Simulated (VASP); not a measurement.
# Si16O (a cell with a defect) in VASP: a series of runs, part 2 of 2

VASP 6.6.1. Earlier steps stand in the parts before.

### Step 3. Single point, PBE

Contents of INCAR:

```
PREC     = Accurate       # precision mode
ENCUT    = 520            # plane-wave cutoff, eV
EDIFF    = 1E-7           # SCF threshold, eV
ISMEAR   = 0              # smearing method
SIGMA    = 0.02           # smearing width, eV
LREAL    = Auto         
LASPH    = True           # aspherical terms in the spheres
NELM     = 100            # most SCF steps
ALGO     = Normal         # electronic algorithm
ISIF     = 2              # what is computed and relaxed
LWAVE    = False          # write WAVECAR
LCHARG   = True           # write CHGCAR
GGA      = PE             # functional
LELF     = True           # ELF
LVHAR    = True         
NBANDS   = 49             # bands
```

Contents of KPOINTS:

```
Automatic mesh
0
Gamma
  1 1 1
```

Contents of POSCAR:

```
Si16O
1.0
    0.0000000000      0.0000000000      6.3650227274
    7.7025612697      0.0000000001      0.0000000000
   -3.8512806349      6.6706137337      0.0000000000
Si O
16 1
Direct
    0.0688701913      0.1597292320      0.3194584640
    0.0688701913      0.1597292320      0.8402707680
    0.0627535877      0.6666666667      0.3333333333
    0.0688701913      0.6805415360      0.8402707680
    0.5637169020      0.3346696272      0.1673348136
    0.5680818341      0.3333333333      0.6666666667
    0.5637169020      0.8326651864      0.1673348136
    0.5637169020      0.8326651864      0.6653303728
    0.4311298087      0.1597292320      0.3194584640
    0.4311298087      0.1597292320      0.8402707680
    0.4372464123      0.6666666667      0.3333333333
    0.4311298087      0.6805415360      0.8402707680
    0.9362830980      0.3346696272      0.1673348136
    0.9319181659      0.3333333333      0.6666666667
    0.9362830980      0.8326651864      0.1673348136
    0.9362830980      0.8326651864      0.6653303728
    0.2500000000      0.0000000000      0.0000000000
```

Potentials or basis: VASP PAW PBE potentials, release 64 (Si, O).

On the command line:

```console
$ cat potpaw_PBE.64/Si/POTCAR potpaw_PBE.64/O/POTCAR > POTCAR
$ mpirun -np 1 vasp_gam > vasp.out
```

OUTCAR:

```text
PREC = Accurate
   ENCUT = 520
   EDIFF = 1E-7
   ISMEAR = 0
   LREAL = Auto
   LASPH = True
   NELM = 100
   ISIF = 2
   GGA = PE

 ion  position               nearest neighbor table
   1  0.069  0.160  0.319-   9 2.31  13 2.34  15 2.34  17 2.42  14 2.47
   2  0.069  0.160  0.840-  10 2.31  13 2.34  16 2.34  17 2.42  14 2.47
   3  0.063  0.667  0.333-  15 2.36  16 2.36  13 2.36  11 2.38
   4  0.069  0.681  0.840-  12 2.31  16 2.34  15 2.34  17 2.42  14 2.47
   5  0.564  0.335  0.167-   9 2.34  10 2.34  11 2.36  13 2.37
   6  0.568  0.333  0.667-  14 2.32  10 2.47   9 2.47  12 2.47
   7  0.564  0.833  0.167-  12 2.34   9 2.34  11 2.36  15 2.37
   8  0.564  0.833  0.665-  12 2.34  10 2.34  11 2.36  16 2.37
   9  0.431  0.160  0.319-   1 2.31   5 2.34   7 2.34  17 2.42   6 2.47
  10  0.431  0.160  0.840-   2 2.31   5 2.34   8 2.34  17 2.42   6 2.47
  11  0.437  0.667  0.333-   7 2.36   8 2.36   5 2.36   3 2.38
  12  0.431  0.681  0.840-   4 2.31   8 2.34   7 2.34  17 2.42   6 2.47
  13  0.936  0.335  0.167-   1 2.34   2 2.34   3 2.36   5 2.37
  14  0.932  0.333  0.667-   6 2.32   2 2.47   1 2.47   4 2.47
  15  0.936  0.833  0.167-   4 2.34   1 2.34   3 2.36   7 2.37
  16  0.936  0.833  0.665-   4 2.34   2 2.34   3 2.36   8 2.37
  17  0.250  0.000  0.000-   2 2.42  10 2.42   9 2.42   1 2.42   4 2.42  12 2.42

  LATTYP: Found a hexagonal cell.
 ALAT       =     7.7025612697
 C/A-ratio  =     0.8263514569

  Lattice vectors:

 A1 = (   7.7025612697,   0.0000000001,   0.0000000000)
 A2 = (  -3.8512806349,   6.6706137337,   0.0000000000)
 A3 = (   0.0000000000,   0.0000000000,   6.3650227274)

Analysis of symmetry for initial positions (statically):
=====================================================================
 Subroutine PRICEL returns:
 Original cell was already a primitive cell.

 Routine SETGRP: Setting up the symmetry group for a
 hexagonal supercell.

 Subroutine GETGRP returns: Found 12 space group operations
 (whereof  6 operations were pure point group operations)
 out of a pool of 24 trial point group operations.

The static configuration has the point symmetry C_3v.
[... 148 lines left out ...]
   AEXX    =    0.0000 exact exchange contribution
   IVDW    =     0    specifies the selected vdW correction
   LEPSILON=     F    determine dielectric tensor
   LRPA    =     F    only Hartree local field effects (RPA)
 non-spin polarized calculation
 Gauss-broadening in eV      SIGMA  =   0.02
  energy-cutoff  :      520.00
  volume of cell :      327.04
 maximum number of plane-waves:      4413
 NGX is ok and might be reduce to    48
   NGX = 23   NGY = 29   NGZ = 29

 number of electron      69.9999999 magnetization

 Free energy of the ion-electron system (eV)
  ---------------------------------------------------
  ext. energy  EPLUGINS =         0.00000000
  ---------------------------------------------------
  free energy    TOTEN  =       -83.57080879 eV

  energy without entropy =      -83.54824121  energy(sigma->0) =      -83.55952500

 E-fermi :   6.2070     XC(G=0):  -9.4428

 val. band max:        6.2070122681   @ k =   0.0000   0.0000   0.0000
 cond. band min:       6.2070123002   @ k =   0.0000   0.0000   0.0000
 fundamental gap:      0.0000000321
 Fermi energy:         6.2070122842

 k-point     1 :       0.0000    0.0000    0.0000
  band No.  band energies     occupation
      1     -11.1070      2.00000
      2      -5.8201      2.00000
      3      -4.1492      2.00000
      4      -4.1492      2.00000
      5      -3.8917      2.00000
      6      -3.6778      2.00000
[... 39 lines left out ...]
     46       8.9189      0.00000
     47       8.9189      0.00000
 [bands above 47 left out]

------------------------ aborting loop because EDIFF is reached ----------------------------------------

  FORCE on cell =-STRESS in cart. coord.  units (eV):
  Direction    XX          YY          ZZ          XY          YZ          ZX
  --------------------------------------------------------------------------------------
  -------------------------------------------------------------------------------------
  Total       11.2277991     11.2277991    -14.0980991      0.0000000      0.0000000      0.0000000
  in kB       55.0052700     55.0052700    -69.0669421      0.0000000      0.0000000      0.0000000
  external PRESSURE =      13.6478659 kB  Pullay stress =       0.0000000 kB

 VOLUME and BASIS-vectors are now :
 -----------------------------------------------------------------------------
  energy-cutoff  :      520.00
  volume of cell :      327.04
      direct lattice vectors                 reciprocal lattice vectors
     0.000000000  0.000000000  6.365022727     0.000000000  0.000000000  0.157108630
     7.702561270  0.000000000  0.000000000     0.129826945  0.074955622  0.000000000
    -3.851280635  6.670613734  0.000000000    -0.000000000  0.149911244  0.000000000

 POSITION                                       TOTAL-FORCE (eV/Angst)
 -----------------------------------------------------------------------------------
     -0.00000      2.13098      0.43836        -0.000000      0.002460      0.002613
     -2.00579      5.60512      0.43836         0.002130     -0.001230      0.002613
      3.85128      2.22354      0.39943        -0.000000     -0.000000      0.000805
      2.00579      5.60512      0.43836        -0.002130     -0.001230      0.002613
      1.93336      1.11623      3.58807        -0.002700     -0.001559      0.002559
     -0.00000      4.44708      3.61585        -0.000000     -0.000000     -0.002605
[... 9 lines left out ...]
      3.85128      4.43816      5.95946        -0.000000      0.003117     -0.002559
      0.00000      0.00000      1.59126        -0.000000     -0.000000      0.000000
 -----------------------------------------------------------------------------------
    total drift:                                0.000000     -0.000000     -0.000000

  FREE ENERGIE OF THE ION-ELECTRON SYSTEM (eV)
  ---------------------------------------------------
  free  energy   TOTEN  =       -83.5708087907 eV

  energy  without entropy=      -83.5482412074  energy(sigma->0) =      -83.55952500
```

OSZICAR:

```text
N       E                     dE             d eps       ncg     rms          rms(c)
DAV:   1     0.366036648768E+03    0.36604E+03   -0.31393E+04    98   0.125E+03
DAV:   2    -0.426242407011E+02   -0.40866E+03   -0.37786E+03   140   0.212E+02
DAV:   3    -0.856902290609E+02   -0.43066E+02   -0.42012E+02   116   0.638E+01
DAV:   4    -0.868669292001E+02   -0.11767E+01   -0.11606E+01   124   0.118E+01
DAV:   5    -0.868945349312E+02   -0.27606E-01   -0.27531E-01   116   0.196E+00    0.159E+01
DAV:   6    -0.841787130968E+02    0.27158E+01   -0.18768E+01   140   0.177E+01    0.104E+01
DAV:   7    -0.837147842736E+02    0.46393E+00   -0.39937E+00   108   0.666E+00    0.583E+00
DAV:   8    -0.836842451667E+02    0.30539E-01   -0.24215E+00   132   0.498E+00    0.264E+00
DAV:   9    -0.835535999565E+02    0.13065E+00   -0.71643E-01   148   0.289E+00    0.535E-01
DAV:  10    -0.835678780560E+02   -0.14278E-01   -0.11235E-01   100   0.108E+00    0.306E-01
DAV:  11    -0.835709840354E+02   -0.31060E-02   -0.95006E-03   132   0.298E-01    0.232E-01
DAV:  12    -0.835705118019E+02    0.47223E-03   -0.58722E-03   124   0.250E-01    0.671E-02
DAV:  13    -0.835707746397E+02   -0.26284E-03   -0.10778E-03   116   0.119E-01    0.300E-02
DAV:  14    -0.835708030608E+02   -0.28421E-04   -0.92538E-05   108   0.329E-02    0.109E-02
DAV:  15    -0.835708077830E+02   -0.47222E-05   -0.89288E-06   132   0.100E-02    0.387E-03
DAV:  16    -0.835708087345E+02   -0.95151E-06   -0.19541E-06   132   0.477E-03    0.122E-03
DAV:  17    -0.835708087907E+02   -0.56227E-07   -0.18106E-07   100   0.156E-03
   1 F= -.83570809E+02 E0= -.83559525E+02  d E =-.225676E-01
```

stdout:

```text
POSCAR found type information on POSCAR SiO
 POSCAR found :  2 types and      17 ions
 scaLAPACK will be used
 LDA part: xc-table for (Slater+PW92), standard interpolation
 POSCAR, INCAR and KPOINTS ok, starting setup
 FFT: planning ... GRIDC
 FFT: planning ... GRID_SOFT
 FFT: planning ... GRID
 WAVECAR not read
 entering main loop
```

It took 60 s on 1 thread of Intel Xeon Platinum 8259CL at 2.50GHz (Skylake/Cascade Lake), shared host; peak memory 0.37 GiB.

What came out:

| Item | Value |
| --- | --- |
| Free energy | -83.5708 eV |
| Pressure | 1.4 GPa |
| Largest force | 0.004 eV/Å |
| Band gap on the k mesh | zero (filled and empty bands touch) |

Forces in eV/Å, atoms in the order of the input:
```
Si   0.000  0.002  0.003
Si   0.002 -0.001  0.003
Si   0.000  0.000  0.001
Si  -0.002 -0.001  0.003
Si  -0.003 -0.002  0.003
Si   0.000  0.000 -0.003
Si   0.003 -0.002  0.003
Si   0.000  0.003  0.003
Si   0.000  0.002 -0.003
Si   0.002 -0.001 -0.003
Si   0.000  0.000 -0.001
Si  -0.002 -0.001 -0.003
Si  -0.003 -0.002 -0.003
Si   0.000  0.000  0.003
Si   0.003 -0.002 -0.003
Si   0.000  0.003 -0.003
O    0.000  0.000  0.000
```

Stress tensor (GPa, compression positive):
```
 5.50  0.00  0.00
 0.00  5.50  0.00
 0.00  0.00 -6.91
```

Caveat: the k points lie up to 0.99 Å⁻¹ apart.
